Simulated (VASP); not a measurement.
Input of a VASP 6.6.1 run:

INCAR

```
PREC = Accurate
ENCUT = 520
EDIFF = 1E-6
ISMEAR = 0
SIGMA = 0.1
LREAL = F
LASPH = T
NELM = 100
ALGO = Normal
ISIF = 2
LWAVE = F
LCHARG = T
GGA = PE
LELF = T
LVHAR = T
NBANDS = 46
```

The input KPOINTS:

```
Automatic mesh
0
Gamma
  4 4 4
```

The input POSCAR:

```
InGa3P4
1.0
   -2.7216852300      2.7216852300      5.4433704600
    2.7216852300     -2.7216852300      5.4433704600
    2.7216852300      2.7216852300     -5.4433704600
In Ga P
1 3 4
Direct
    0.5000000000      0.5000000000      0.0000000000
    0.7500000000      0.2500000000      0.5000000000
    0.0000000000      0.0000000000      0.0000000000
    0.2500000000      0.7500000000      0.5000000000
    0.1250000000      0.6250000000      0.0000000000
    0.3750000000      0.3750000000      0.5000000000
    0.6250000000      0.1250000000      0.0000000000
    0.8750000000      0.8750000000      0.5000000000
```

Potentials or basis: VASP PAW PBE potentials, release 64 (In_d, Ga_d, P).

Command:

```sh
$ cat potpaw_PBE.64/In_d/POTCAR potpaw_PBE.64/Ga_d/POTCAR potpaw_PBE.64/P/POTCAR > POTCAR
$ mpirun -np 1 vasp_std > vasp.out
```

Problem. Predict the band gap on the k mesh.

Solution. 1.55 eV (least direct gap 1.55 eV).

Problem. Estimate the largest force.

Solution. 1.954 eV/Å.

Problem. What does it give for the pressure?

Solution. 9.5 GPa.

Forces in eV/Å, atoms in the order of the input:
```
In   0.000  0.000  0.000
Ga   0.000  0.000  0.000
Ga   0.000  0.000  0.000
Ga   0.000  0.000  0.000
P    1.143 -1.143 -1.099
P   -1.143 -1.143  1.099
P   -1.143  1.143 -1.099
P    1.143  1.143  1.099
```

Caveat: the cell stands under pressure; spin-orbit coupling is left out, which moves the levels of the heavy elements; forces of over 1 eV/Å act on the atoms, so gaps and moduli don't describe the material at rest. A k mesh can miss the band edges.
